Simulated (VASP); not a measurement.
Runs of VASP 6.6.1 on HfB. The structure is that of space group Fm-3m (No. 225), or close to it. The cells are those of the table. 

```csv
task,level,potentials or basis,spin,cell,gap on the mesh (eV),pressure (GPa),moment (μB)
electric field gradients,PBE,"VASP PAW PBE potentials, release 64 (Hf_pv, B)","non-collinear, zero start, SOC","a = 3.267 Å, angles 60.0°, 2 atoms",-,30.3,0.00
single point,PBE,"VASP PAW PBE potentials, release 64 (Hf_pv, B)","non-collinear, zero start, SOC","a = 3.267 Å, angles 60.0°, 2 atoms",-,30.3,0.00
single point,PBE+D3(BJ),"VASP PAW PBE potentials, release 64 (Hf_pv, B)",off,"a = 3.267 Å, angles 60.0°, 2 atoms",none,25.3,-
single point,LDA,"VASP PAW LDA potentials, release 64 (Hf_pv, B)",off,"a = 3.223 Å, angles 60.0°, 2 atoms",none,31.7,-
single point,PBE,"VASP PAW PBE potentials, release 64 (Hf_pv, B)",off,"a = 3.267 Å, angles 60.0°, 2 atoms",none,(a),-
```

Alike in all rows: k mesh 15 × 15 × 15; cutoff (eV) 520; smearing fermi-dirac 0.05 eV.

Estimate the missing entries.

(a) 30.7.

Caveats: the cell stands under pressure; spin-orbit coupling is left out, which moves the levels of the heavy elements (at least some runs); three body term missing (at least some runs).

A k mesh can miss the band edges, and rows without SOC leave out spin-orbit coupling on Hf.

A gap of «none» marks levels without a gap at the run's occupations.
